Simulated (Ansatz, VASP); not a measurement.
BaZrO3: VASP beside Ansatz

Contents of POSCAR:

```
BaZrO3
1.0
    4.1461568928      0.0514738452      0.0073822683
    0.0514738452      4.2534634379     -0.0047121087
    0.0073822683     -0.0047121087      4.1879671851
Ba Zr O
1 1 3
Direct
    0.0143537811      0.0021223960      0.0056776420
    0.4865171914      0.5086301790      0.5008293492
   -0.0054203830      0.5008172591      0.5041901280
    0.5021104174      0.4921682450     -0.0018941244
    0.5024389930     -0.0037380791      0.4911970051
```

INCAR.step1

```
SYSTEM = BaZrO3
ALGO = Normal
EDIFF = 1E-4
ENCUT = 520
GGA = PE
ISMEAR = 0
LASPH = .TRUE.
LCHARG = .FALSE.
LREAL = .FALSE.
LWAVE = .TRUE.
NBANDS = 28
NELM = 100
PREC = Accurate
SIGMA = 0.05
```

INCAR.step2

```
SYSTEM = BaZrO3
ALGO = Normal
EDIFF = 1E-6
ENCUT = 520
ISIF = 2
ISMEAR = 0
ISTART = 1
LASPH = .TRUE.
LCHARG = .FALSE.
LMIXTAU = .TRUE.
LREAL = .FALSE.
LWAVE = .FALSE.
METAGGA = R2SCAN
NBANDS = 28
NELM = 100
PREC = Accurate
SIGMA = 0.05
```

File KPOINTS:

```
k-points
0
G
  6 6 6
  0 0 0
```

Input for Ansatz:

```yaml
crystal:
  lattice:
    - [4.1461568928, 0.0514738452, 0.0073822683]
    - [0.0514738452, 4.2534634379, -0.0047121087]
    - [0.0073822683, -0.0047121087, 4.1879671851]
  atoms:
    - { symbol: Ba, position: [0.0143537811, 0.002122396, 0.005677642] }
    - { symbol: Zr, position: [0.4865171914, 0.508630179, 0.5008293492] }
    - { symbol: O, position: [-0.005420383, 0.5008172591, 0.504190128] }
    - { symbol: O, position: [0.5021104174, 0.492168245, -0.0018941244] }
    - { symbol: O, position: [0.502438993, -0.0037380791, 0.4911970051] }
basis:
  ecutwfc: 500
  ecutrho_ratio: 4
kpoints:
  mp_grid: { grid: [6, 6, 6] }
hamiltonian:
  xc: r2scan
scf:
  occupations: { method: gaussian, width: 0.05 }
output:
  forces: true
  stress: true
  eigenvalues: true
```

Change from the starting cell: all atoms moved at random (sigma 0.03 Å), cell strained at random (1 %).

Alike in both runs: task single point; functional r2SCAN; k mesh 6 × 6 × 6; occupations gaussian, width 0.05 eV; no spin polarisation.

```csv
,VASP,Ansatz
version,VASP 6.6.1,Ansatz 0.2.0
potentials or method,"VASP PAW PBE potentials, release 64 (Ba_sv, Zr_sv, O), cutoff 520 eV","scalar-relativistic, plane waves, PAW"
valence electrons in the cell,40,40
```

Ansatz gave:

* gap on the k mesh at the Fermi level (eV): 3.69
* least direct gap on the mesh (eV): 3.92
* pressure (GPa): 1.5
* traceless stress, the component that is largest in VASP (GPa): -2.96
* rms of the force components (eV/Å): 0.249

**Question.** Estimate VASP's values.

**Answer.** gap on the k mesh at the Fermi level (eV): 3.64; least direct gap on the mesh (eV): 3.89; pressure (GPa): 2.6; traceless stress, the component that is largest in VASP (GPa): -3.03; rms of the force components (eV/Å): 0.256.

VASP's potentials were made for PBE, not for r2SCAN. Atom by atom the forces differ by 0.012 eV/Å (rms over components).

Spin-orbit coupling is off throughout.
